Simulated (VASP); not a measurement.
Wanted: the native input for a VASP 6.6.1 run.

* Task: single point
* Functional: LDA
* Potentials or basis: VASP PAW LDA potentials, release 64 (Cl)
* Cutoff: 520 eV
* k mesh: 15 × 15 × 8
* Occupations: methfessel-paxton, width 0.01 eV
* Spin: no spin polarisation
* Dipole correction: no
* Further INCAR settings: ALGO = Normal; EDIFF = 1e-07; NBANDS = 14

The structure of Cl lies in POSCAR:

```
Cl
1.0
    2.9734575482      0.0000000000      0.0000000000
   -1.4867287740      2.5750897738      0.0000000000
    0.0000000000      0.0000000000      3.8682015056
Cl
2
Direct
    0.3333333333      0.6666666667      0.2500000000
    0.6666666667      0.3333333333      0.7500000000
```

One way to write it, as run:

INCAR

```
SYSTEM = Cl
  ALGO = Normal
  EDIFF = 1E-7
  ENCUT = 520
  ISIF = 2
  ISMEAR = 1
  LASPH = .True.
  LCHARG = .True.
  LELF = .True.
  LREAL = .False.
  LVHAR = .True.
  LWAVE = .False.
  NBANDS = 14
  NELM = 60
  PREC = Accurate
  SIGMA = 0.01
```

KPOINTS

```
k-points
0
Gamma
  15 15 8
  0 0 0
```

Potentials or basis: VASP PAW LDA potentials, release 64 (Cl).

The run is started by

```console
$ cat potpaw_LDA.64/Cl/POTCAR > POTCAR
$ mpirun -np 1 vasp_std > vasp.out
```

Results of the run:

```json
{"Pressure": "22.3 GPa", "Band gap on the k mesh": "zero (band 7 reaches 8.20 eV, above the bottom of band 8 at 5.06 eV)"}
```

Wall time 30 s on 1 thread of Intel(R) Xeon(R) Platinum 8259CL CPU @ 2.50GHz (Skylake/Cascade Lake), with other jobs on the host, peak memory 0.15 GiB.
